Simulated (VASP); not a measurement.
Input of a VASP 6.6.1 run:

INCAR

```
SYSTEM = CdSe
PREC = Accurate ; ENCUT = 520
EDIFF = 1E-7 ; ISMEAR = -1
SIGMA = 0.05 ; LREAL = .FALSE.
LASPH = .TRUE. ; NELM = 150
ALGO = Normal ; ISIF = 2
LWAVE = .FALSE. ; LCHARG = .FALSE.
MAGMOM = 0 0 0 0 0 0 ; LORBIT = 11
LSORBIT = .TRUE. ; GGA_COMPAT = .FALSE.
LORBMOM = .TRUE. ; GGA = PE
NBANDS = 30
```

The input KPOINTS:

```
regular mesh
0
G
  6 6 6
  0 0 0
```

Contents of POSCAR:

```
CdSe
1.0
    0.0000000000      2.8739580000      2.8739580000
    2.8739580000      0.0000000000      2.8739580000
    2.8739580000      2.8739580000      0.0000000000
Cd Se
1 1
Direct
    0.0000000000      0.0000000000      0.0000000000
    0.5000000000      0.5000000000      0.5000000000
```

Potentials or basis: VASP PAW PBE potentials, release 64 (Cd, Se).

Launch:

```bash
$ cat potpaw_PBE.64/Cd/POTCAR potpaw_PBE.64/Se/POTCAR > POTCAR
$ mpirun -np 1 vasp_ncl > vasp.out
```

(1) Estimate the net moment.

(2) What does it give for the pressure?

## Answers

(1) 0.00 μB per cell.

(2) 0.1 GPa.
